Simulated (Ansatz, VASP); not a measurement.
**W in VASP and in Ansatz**

INCAR

```
  PREC = Accurate
  ENCUT = 520
  EDIFF = 1E-6
  ISMEAR = 0
  SIGMA = 0.15
  LREAL = False
  LASPH = True
  NELM = 60
  ALGO = Fast
  ISIF = 2
  LWAVE = False
  LCHARG = False
  GGA = PE
  NBANDS = 13
```

Contents of KPOINTS:

```
regular mesh
0
Gamma
  26 26 26
```

Contents of POSCAR:

```
W
1.0
   -1.6395327021      1.6395327021      1.6395327021
    1.6395327021     -1.6395327021      1.6395327021
    1.6395327021      1.6395327021     -1.6395327021
W
1
Direct
    0.0000000000      0.0000000000      0.0000000000
```

Input for Ansatz:

```yaml
crystal:
  lattice:
    - [-1.6395327021, 1.6395327021, 1.6395327021]
    - [1.6395327021, -1.6395327021, 1.6395327021]
    - [1.6395327021, 1.6395327021, -1.6395327021]
  atoms:
    - { symbol: W, position: [0.0, 0.0, 0.0] }
basis:
  ecutwfc: 420
kpoints:
  mp_grid: { grid: [26, 26, 26] }
hamiltonian:
  xc: pbe
scf:
  occupations: { method: gaussian, width: 0.15 }
output:
  forces: true
  stress: true
  eigenvalues: true
```

Change from the starting cell: strain +0.030 along x and y, +0.030 along z, atoms carried along.

Alike in both runs: task single point; functional PBE; k mesh 26 × 26 × 26; occupations gaussian, width 0.15 eV; no spin polarisation.

|  | VASP | Ansatz |
| --- | --- | --- |
| version | VASP 6.6.1 | Ansatz 0.2.0 |
| potentials or method | VASP PAW PBE potentials, release 64 (W_sv), cutoff 520 eV | scalar-relativistic, plane waves, PAW |
| valence electrons in the cell | 14 | 14 |

|  | VASP | Ansatz | Ansatz less VASP |
| --- | --- | --- | --- |
| gap on the k mesh at the Fermi level (eV) | none | none | - |
| pressure (GPa) | -22.0 | -22.2 | -0.26 |

A gap of «none» marks a metal or a gap that the smearing closes.

Neither program's run includes spin-orbit coupling.
